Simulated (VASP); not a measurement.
A run of VASP 6.6.1 is set up as follows.

Contents of INCAR:

```
SYSTEM = AlN
PREC = Accurate
ENCUT = 600
EDIFF = 1E-7
ISMEAR = -1
SIGMA = 0.05
LREAL = .False.
LASPH = .True.
NELM = 80
ALGO = Normal
ISIF = 3
LWAVE = .False.
LCHARG = .False.
GGA = PS
IBRION = 2
NSW = 60
EDIFFG = -0.01
PSTRESS = 100.0
```

Contents of KPOINTS:

```
regular mesh
0
Gamma
  10 10 6
  0 0 0
```

The input POSCAR:

```
AlN
1.0
    3.1130000000      0.0000000000      0.0000000000
   -1.5565000000      2.6959370820      0.0000000000
    0.0000000000      0.0000000000      4.9810000000
Al N
2 2
Direct
    0.6666666667      0.3333333333      0.5000000000
    0.3333333333      0.6666666667      0.0000000000
    0.6666666667      0.3333333333      0.8800000000
    0.3333333333      0.6666666667      0.3800000000
```

Potentials or basis: VASP PAW PBE potentials, release 64 (Al, N).

Run with:

```console
$ cat potpaw_PBE.64/Al/POTCAR potpaw_PBE.64/N/POTCAR > POTCAR
$ mpirun -np 1 vasp_std > vasp.out
```

Problem. What does it give for the space group after relaxing (to 0.1 Å)?

Solution. P6_3mc (No. 186).

Problem. What does it give for the relaxed cell?

Solution. a = 3.069 Å, b = 3.069 Å, c = 4.895 Å, α = 90.00°, β = 90.00°, γ = 120.00°.

Final structure:
```xyz
4
Lattice="3.0694 0.0000 0.0000 -1.5347 2.6582 0.0000 0.0000 0.0000 4.8951" Properties=species:S:1:pos:R:3 pbc="T T T"
Al    1.5347    0.8861    2.4400
Al    0.0000    1.7721    4.8876
N     1.5347    0.8861    4.3153
N     0.0000    1.7721    1.8677
```
